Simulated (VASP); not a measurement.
Crystal: Cd.

```
CELL_PARAMETERS angstrom
4.95941 0.00000 0.00000
-2.47970 4.29497 0.00000
0.00000 0.00000 3.04012
ATOMIC_POSITIONS crystal
Cd 0.00000 0.00000 0.00000
Cd 0.33333 0.66667 0.50000
Cd 0.66667 0.33333 0.50000
```

This isn't the form of Cd at room conditions, which is hcp.

- Program: VASP 6.6.1
- Task: relaxation of cell and atoms
- Functional: LDA
- Potentials or basis: VASP PAW LDA potentials, release 64 (Cd)
- Cutoff: 500 eV
- k mesh: 7 × 7 × 10
- Occupations: fermi-dirac, width 0.1 eV
- Spin: no spin polarisation

At the start: pressure -2.3 GPa; volume 21.59 Å³/atom.

**Question.** Where does the relaxation end?

**Answer.** Over 5 steps the energy falls by 7.5 meV/atom and the volume is 20.70 Å³/atom (-4.1 %); space group P6/mmm (No. 191, to 0.1 Å) before and after.

The path:
| step | energy change (eV) | largest force (eV/Å) | pressure (GPa) | volume (Å³) |
| --- | --- | --- | --- | --- |
| 1 | 0.0000 | 0.0000 | -2.25 | 64.76 |
| 2 | -0.0200 | 0.0000 | 0.22 | 61.95 |
| 3 | -0.0201 | 0.0000 | 0.08 | 62.10 |
| 4 | -0.0212 | 0.0000 | 0.08 | 62.10 |
| 5 | -0.0226 | 0.0000 | 0.02 | 62.11 |

Final structure:
```
Cd
1.0
     4.93628    0.00000    0.00000
    -2.46814    4.27494    0.00000
     0.00000    0.00000    2.94349
Cd
3
Direct
  0.00000 0.00000 0.00000
  0.33333 0.66667 0.50000
  0.66667 0.33333 0.50000
```
